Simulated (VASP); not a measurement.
Runs of VASP 6.6.1 on SrO. The structure is that of space group I4/mmm (No. 139), or close to it. The cells are those of the table. 

```csv
cell,gap on the mesh (eV),pressure (GPa)
"a = 3.560, b = 3.560, c = 3.837 Å, angles 57.4, 57.4, 65.2°, 2 atoms",2.27,(c)
"a = 3.862, b = 3.862, c = 3.330 Å, angles 64.5, 64.5, 51.1°, 2 atoms",2.29,16.8
"a = 3.533, b = 3.533, c = 4.080 Å, angles 54.7, 54.7, 70.5°, 2 atoms",none,(a)
"a = 4.047, b = 4.047, c = 3.175 Å, angles 66.9, 66.9, 46.2°, 2 atoms",(b),34.3
"a = 3.965, b = 3.965, c = 3.238 Å, angles 65.9, 65.9, 48.2°, 2 atoms",1.47,26.2
"a = 3.538, b = 3.538, c = 4.195 Å, angles 53.6, 53.6, 72.7°, 2 atoms",none,54.9
"a = 3.590, b = 3.590, c = 3.737 Å, angles 58.6, 58.6, 62.7°, 2 atoms",2.81,(d)
"a = 3.777, b = 3.777, c = 3.420 Å, angles 63.1, 63.1, 53.8°, 2 atoms",3.00,10.1
```

Alike in all rows: task single point; level PBE; potentials or basis VASP PAW PBE potentials, release 64 (Sr_sv, O); no spin polarisation; k mesh 8 × 8 × 8; cutoff (eV) 520; smearing gaussian 0.05 eV.

Problem. Estimate the missing entries.

Solution. (a) 38.2; (b) 0.88; (c) 10.0; (d) 5.1.

A k mesh can miss the band edges, and the runs leave out spin-orbit coupling on Sr.

A gap of «none» marks levels without a gap at the run's occupations.
